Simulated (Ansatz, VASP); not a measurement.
## Ga: VASP beside Ansatz

```
Ga
1.0
    -2.94598    2.58767    1.31717
     2.58767   -2.94598    1.31717
     2.64053    2.64053   -1.97341
Ga
2
Cartesian
  -2.8999 2.5416 1.3172
  -0.2884 2.5706 0.3305
```

Alike in both runs: task single point; functional LDA; k mesh 17 × 17 × 11; occupations fermi-dirac, width 0.1 eV; no spin polarisation.

|  | VASP | Ansatz |
| --- | --- | --- |
| version | VASP 6.6.1 | Ansatz 0.2.0 |
| potentials or method | VASP PAW LDA potentials, release 64 (Ga_d), cutoff 520 eV | plane waves (420 eV) with PAW, scalar-relativistic |
| valence electrons in the cell | 26 | 26 |

|  | VASP | Ansatz | Ansatz less VASP |
| --- | --- | --- | --- |
| pressure (GPa) | 0.4 | 0.2 | -0.23 |
| traceless stress, the component that is largest in VASP (GPa) | 0.90 | 0.87 | -0.030 |

Ansatz warns that its potentials were made for another functional, while VASP's fit it. LDA's correlation is that of Perdew and Zunger in VASP and of Perdew and Wang (1992) in Ansatz.
